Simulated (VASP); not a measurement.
The system is Zr2PdS3.

```
Zr Pd S
1.0
     3.95566    0.00000    0.00000
     0.00000    3.95566    0.00000
     0.00000    0.00000    6.57999
Zr Pd S
2 1 3
Direct
  0.50000 0.00000 0.26714
  0.00000 0.50000 0.73286
  0.50000 0.50000 0.00000
  0.00000 0.00000 0.00000
  0.50000 0.00000 0.67563
  0.00000 0.50000 0.32437
```

```yaml
Program: VASP 6.6.1
Task: relaxation of cell and atoms
Functional: PBE
Potentials_or_basis: VASP PAW PBE potentials, release 64 (Zr_sv, Pd, S)
Cutoff: 600 eV
k_mesh: 4 × 4 × 4
Occupations: gaussian, width 0.1 eV
Spin: no spin polarisation
```

At the start: pressure 5.0 GPa; volume 17.16 Å³/atom.

Question: How do energy, volume and symmetry change on relaxing?

Answer: Over 14 steps the energy falls by 209.2 meV/atom and the volume is 17.11 Å³/atom (-0.3 %); space group P-4m2 (No. 115, to 0.05 Å).

Step by step:
```csv
step,energy change (eV),largest force (eV/Å),pressure (GPa),volume (Å³)
1,0.0000,1.8741,5.04,102.96
2,-0.4291,1.2465,-6.02,111.10
3,-0.4296,1.2341,-6.24,111.32
4,-0.8807,0.7192,-3.88,107.80
5,-1.1933,0.3102,1.92,102.09
6,-1.1939,0.2804,1.69,102.28
7,-1.2307,0.2280,-0.67,103.72
8,-1.2328,0.2112,-1.61,104.39
9,-1.2333,0.2166,-1.32,104.17
10,-1.2463,0.2055,0.24,102.86
11,-1.2466,0.2068,0.03,103.02
12,-1.2513,0.1288,-0.04,103.02
13,-1.2549,0.0422,-0.16,103.02
14,-1.2550,0.0210,0.30,102.67
```

Final structure:
```
CELL_PARAMETERS angstrom
3.63804 0.00000 0.00000
0.00000 3.63804 0.00000
0.00000 0.00000 7.75733
ATOMIC_POSITIONS crystal
Zr 0.50000 0.00000 0.27924
Zr 0.00000 0.50000 0.72076
Pd 0.50000 0.50000 0.00000
S 0.00000 0.00000 0.00000
S 0.50000 0.00000 0.62819
S 0.00000 0.50000 0.37181
```

Caveat: the k points lie up to 0.43 Å⁻¹ apart in the final cell.
